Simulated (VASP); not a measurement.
# LiH (Fm-3m) in VASP: notebook, part 2 of 2

VASP 6.6.1.

### Step 3. Relaxation of cell and atoms, r2SCAN, target pressure 4 GPa, at which the enthalpy is minimised

POSCAR reads:

```
LiH
1.0
    2.0023268344      2.0023268344      0.0000000000
   -2.0023268344      2.0023268344      0.0000000000
    0.0000000000      2.0023268344      2.0023268344
Li H
1 1
Direct
    0.0000000000      0.0000000000      0.0000000000
    0.5000000000      0.5000000000      0.0000000000
```

INCAR.step1 reads:

```
SYSTEM = LiH
PREC     = Accurate       ! precision mode
ENCUT    = 600            ! plane-wave cutoff, eV
ISMEAR   = 0              ! smearing method
SIGMA    = 0.01           ! smearing width, eV
LREAL    = .False.        ! projectors in reciprocal space
LASPH    = .True.         ! aspherical terms in the spheres
NELM     = 60             ! most SCF steps
GGA      = PE             ! functional
ALGO     = Normal         ! electronic algorithm
EDIFF    = 1E-4           ! SCF threshold, eV
LWAVE    = .True.         ! write WAVECAR
LCHARG   = .False.        ! write CHGCAR
```

INCAR.step2 reads:

```
SYSTEM = LiH
PREC     = Accurate       ! precision mode
ENCUT    = 600            ! plane-wave cutoff, eV
EDIFF    = 1E-7           ! SCF threshold, eV
ISMEAR   = 0              ! smearing method
SIGMA    = 0.01           ! smearing width, eV
LREAL    = .False.        ! projectors in reciprocal space
LASPH    = .True.         ! aspherical terms in the spheres
NELM     = 60             ! most SCF steps
ALGO     = Normal         ! electronic algorithm
ISIF     = 3              ! what is computed and relaxed
LWAVE    = .False.        ! write WAVECAR
LCHARG   = .False.        ! write CHGCAR
METAGGA  = R2SCAN         ! meta-GGA
LMIXTAU  = .True.       
IBRION   = 2              ! ionic algorithm
NSW      = 100            ! ionic steps
EDIFFG   = -0.002         ! ionic threshold
PSTRESS  = 40.0         
ISTART   = 1
```

KPOINTS reads:

```
Automatic mesh
0
Gamma
  10 10 10
  0 0 0
```

Potentials or basis: VASP PAW PBE potentials, release 64 (Li_sv, H).

Launch:

```bash
cat potpaw_PBE.64/Li_sv/POTCAR potpaw_PBE.64/H/POTCAR > POTCAR
cp INCAR.step1 INCAR
mpirun -np 1 vasp_std > vasp.out
cp INCAR.step2 INCAR
mpirun -np 1 vasp_std > vasp.out
```

Run time: 35 s. Hardware: 1 thread of Intel Xeon 6975P-C (Granite Rapids), shared host; peak memory 0.13 GiB.

It converged, with:

```
Free energy                                                : -6.8028 eV
Relaxed volume                                             : 7.26 Å³/atom
Relaxed cell                                               : a = 2.739 Å, b = 2.739 Å, c = 2.739 Å, α = 60.00°, β = 60.00°, γ = 90.00°
Space group after relaxing (to 0.1 Å)                      : Fm-3m (No. 225)
Energy change on relaxing (the run minimises the enthalpy) : +8.6 meV/atom
Ionic steps                                                : 4
Pressure after relaxing                                    : 4.0 GPa
Band gap on the k mesh                                     : 3.51 eV
```

The path:
```tsv
step	energy change (eV)	largest force (eV/Å)	pressure (GPa)	volume (Å³)
1	0.0000	0.0000	-0.37	16.06
2	0.0008	0.0000	0.89	15.55
3	0.0148	0.0000	3.69	14.62
4	0.0172	0.0000	4.01	14.53
```

Final structure:
```
Li H
1.0
     1.93660    1.93660    0.00000
    -1.93660    1.93660    0.00000
     0.00000    1.93660    1.93660
Li H
1 1
Direct
  0.00000 0.00000 0.00000
  0.50000 0.50000 0.00000
```

Levels at points of the mesh, in eV from the valence-band top:
```
           k point  band 1  band 2  band 3  band 4  band 5  band 6
(0.00, 0.00, 0.00)  -45.62   -5.85   19.06   20.53   20.53   20.53
(0.50, 0.00, 0.00)  -45.56   -2.95    5.93   15.90   19.17   19.18
(0.50, 0.50, 0.00)  -45.54    0.00    3.51   12.29   12.29   15.72
```

Caveat: the cutoff is under 1.25 times the usual one of these potentials, so pressure, stress and relaxed cells hold a basis-set (Pulay) error; the cell is relaxed towards a set pressure, so the run minimises the enthalpy, not the energy; the PAW data sets were made with another functional, which shifts forces and pressure a little. A k mesh can miss the band edges.

### Step 4. Relaxation of cell and atoms, r2SCAN, target pressure 7 GPa, at which the enthalpy is minimised

POSCAR is that of step 3.

INCAR.step1 reads:

```
SYSTEM = LiH
PREC = Accurate ; ENCUT = 600
ISMEAR = 0 ; SIGMA = 0.01
LREAL = .FALSE. ; LASPH = .TRUE.
NELM = 80 ; GGA = PE
ALGO = Normal ; EDIFF = 1E-4
LWAVE = .TRUE. ; LCHARG = .FALSE.
```

INCAR.step2 reads:

```
SYSTEM = LiH
PREC = Accurate ; ENCUT = 600
EDIFF = 1E-6 ; ISMEAR = 0
SIGMA = 0.01 ; LREAL = .FALSE.
LASPH = .TRUE. ; NELM = 80
ALGO = Normal ; ISIF = 3
LWAVE = .FALSE. ; LCHARG = .FALSE.
METAGGA = R2SCAN ; LMIXTAU = .TRUE.
IBRION = 2 ; NSW = 100
EDIFFG = -0.002 ; PSTRESS = 70.0
ISTART = 1
```

KPOINTS reads:

```
regular mesh
0
G
  10 10 10
  0 0 0
```

Launch:

```bash
cat potpaw_PBE.64/Li_sv/POTCAR potpaw_PBE.64/H/POTCAR > POTCAR
cp INCAR.step1 INCAR
mpirun -np 1 vasp_std > vasp.out
cp INCAR.step2 INCAR
mpirun -np 1 vasp_std > vasp.out
```

It took 50 s on 1 thread of Intel Xeon 6975P-C (Granite Rapids), shared host; peak memory 0.14 GiB.

Results (log left out):

* Free energy: -6.7678 eV
* Relaxed volume: 6.79 Å³/atom
* Relaxed cell: a = 2.678 Å, b = 2.678 Å, c = 2.678 Å, α = 60.00°, β = 60.00°, γ = 90.00°
* Space group after relaxing (to 0.1 Å): Fm-3m (No. 225)
* Energy change on relaxing (the run minimises the enthalpy): +26.1 meV/atom
* Ionic steps: 9
* Pressure after relaxing: 7.0 GPa
* Band gap on the k mesh: 3.46 eV

The path:
| step | energy change (eV) | largest force (eV/Å) | pressure (GPa) | volume (Å³) |
| --- | --- | --- | --- | --- |
| 1 | 0.0000 | 0.0000 | -0.32 | 16.06 |
| 2 | 0.0039 | 0.0000 | 2.01 | 15.22 |
| 3 | 0.0235 | 0.0000 | 4.75 | 14.31 |
| 4 | 0.1125 | 0.0000 | 12.72 | 12.59 |
| 5 | 0.0442 | 0.0000 | 6.39 | 13.76 |
| 6 | 0.0515 | 0.0000 | 6.94 | 13.59 |
| 7 | 0.0536 | 0.0000 | 7.11 | 13.55 |
| 8 | 0.0530 | 0.0000 | 7.07 | 13.56 |
| 9 | 0.0522 | 0.0000 | 7.00 | 13.58 |

Final structure:
```
CELL_PARAMETERS angstrom
1.89350 1.89350 0.00000
-1.89350 1.89350 0.00000
0.00000 1.89350 1.89350
ATOMIC_POSITIONS crystal
Li 0.00000 0.00000 0.00000
H 0.50000 0.50000 0.00000
```

Levels at points of the mesh, in eV from the valence-band top:
```
           k point  band 1  band 2  band 3  band 4  band 5  band 6
(0.00, 0.00, 0.00)  -45.53   -6.15   20.01   21.27   21.27   21.27
(0.50, 0.00, 0.00)  -45.44   -3.16    6.07   16.57   19.84   19.84
(0.50, 0.50, 0.00)  -45.42    0.00    3.46   12.65   12.65   16.21
```

Caveat: the cutoff is under 1.25 times the usual one of these potentials, so pressure, stress and relaxed cells hold a basis-set (Pulay) error; the cell is relaxed towards a set pressure, so the run minimises the enthalpy, not the energy; the volume moved by over 15 % at a fixed basis, so the end points are rough; the PAW data sets were made with another functional, which shifts forces and pressure a little.

### Step 5. Relaxation of cell and atoms, r2SCAN, target pressure 10 GPa, at which the enthalpy is minimised

POSCAR is that of step 4.

INCAR.step1 reads:

```
ALGO = Normal
EDIFF = 1E-4
ENCUT = 600
GGA = PE
ISMEAR = 0
LASPH = True
LCHARG = False
LREAL = False
LWAVE = True
NELM = 100
PREC = Accurate
SIGMA = 0.01
```

INCAR.step2 reads:

```
ALGO = Normal
EDIFF = 1E-6
EDIFFG = -0.002
ENCUT = 600
IBRION = 2
ISIF = 3
ISMEAR = 0
ISTART = 1
LASPH = True
LCHARG = False
LMIXTAU = True
LREAL = False
LWAVE = False
METAGGA = R2SCAN
NELM = 100
NSW = 100
PREC = Accurate
PSTRESS = 100.0
SIGMA = 0.01
```

KPOINTS reads:

```
k-points
0
Gamma
  10 10 10
```

Launch:

```bash
cat potpaw_PBE.64/Li_sv/POTCAR potpaw_PBE.64/H/POTCAR > POTCAR
cp INCAR.step1 INCAR
mpirun -np 1 vasp_std > vasp.out
cp INCAR.step2 INCAR
mpirun -np 1 vasp_std > vasp.out
```

Run time: 53 s. Hardware: 1 thread of Intel Xeon 6975P-C (Granite Rapids), shared host; peak memory 0.13 GiB.

The run converged. Its results:

* Free energy: -6.7352 eV
* Relaxed volume: 6.49 Å³/atom
* Relaxed cell: a = 2.638 Å, b = 2.638 Å, c = 2.638 Å, α = 60.00°, β = 60.00°, γ = 90.00°
* Space group after relaxing (to 0.1 Å): Fm-3m (No. 225)
* Energy change on relaxing (the run minimises the enthalpy): +42.4 meV/atom
* Ionic steps: 10
* Pressure after relaxing: 10.0 GPa
* Band gap on the k mesh: 3.42 eV

Step by step:
| step | energy change (eV) | largest force (eV/Å) | pressure (GPa) | volume (Å³) |
| --- | --- | --- | --- | --- |
| 1 | 0.0000 | 0.0000 | -0.32 | 16.06 |
| 2 | 0.0093 | 0.0000 | 2.94 | 14.88 |
| 3 | 0.0597 | 0.0000 | 7.66 | 13.42 |
| 4 | 0.0949 | 0.0000 | 11.04 | 12.82 |
| 5 | 0.0832 | 0.0000 | 9.88 | 13.00 |
| 6 | 0.0869 | 0.0000 | 10.23 | 12.94 |
| 7 | 0.0853 | 0.0000 | 10.08 | 12.97 |
| 8 | 0.0852 | 0.0000 | 10.08 | 12.97 |
| 9 | 0.0851 | 0.0000 | 10.06 | 12.97 |
| 10 | 0.0848 | 0.0000 | 10.03 | 12.97 |

Final structure:
```
Li H
1.0
     1.86503    1.86503    0.00000
    -1.86503    1.86503    0.00000
     0.00000    1.86503    1.86503
Li H
1 1
Direct
  0.00000 0.00000 0.00000
  0.50000 0.50000 0.00000
```

Levels at points of the mesh, in eV from the valence-band top:
```
           k point  band 1  band 2  band 3  band 4  band 5  band 6
(0.00, 0.00, 0.00)  -45.55   -6.32   20.74   21.84   21.84   21.84
(0.50, 0.00, 0.00)  -45.45   -3.32    6.23   17.03   20.36   20.36
(0.50, 0.50, 0.00)  -45.42    0.00    3.42   12.92   12.92   16.52
```

Caveat: the cutoff is under 1.25 times the usual one of these potentials, so pressure, stress and relaxed cells hold a basis-set (Pulay) error; the cell is relaxed towards a set pressure, so the run minimises the enthalpy, not the energy; the volume moved by over 15 % at a fixed basis, so the end points are rough; the PAW data sets were made with another functional, which shifts forces and pressure a little.

### Step 6. The runs side by side

| cell | gap on the mesh (eV) | pressure (GPa) |
| --- | --- | --- |
| relaxed to 2 GPa | 3.54 | 2.0 |
| relaxed to 4 GPa | 3.51 | 4.0 |
| relaxed to 7 GPa | 3.46 | 7.0 |
| relaxed to 10 GPa | 3.42 | 10.0 |

Alike in all rows: task relaxation of cell and atoms; level r2SCAN; potentials or basis VASP PAW PBE potentials, release 64 (Li_sv, H); no spin polarisation; k mesh 10 × 10 × 10; cutoff (eV) 600; smearing gaussian 0.01 eV.

Caveats: the cutoff is under 1.25 times the usual one of these potentials, so pressure, stress and relaxed cells hold a basis-set (Pulay) error; the cell is relaxed towards a set pressure, so the run minimises the enthalpy, not the energy; the PAW data sets were made with another functional, which shifts forces and pressure a little; the volume moved by over 15 % at a fixed basis, so the end points are rough (at least some runs).

Absolute energies hang on the potentials; compare differences alone.
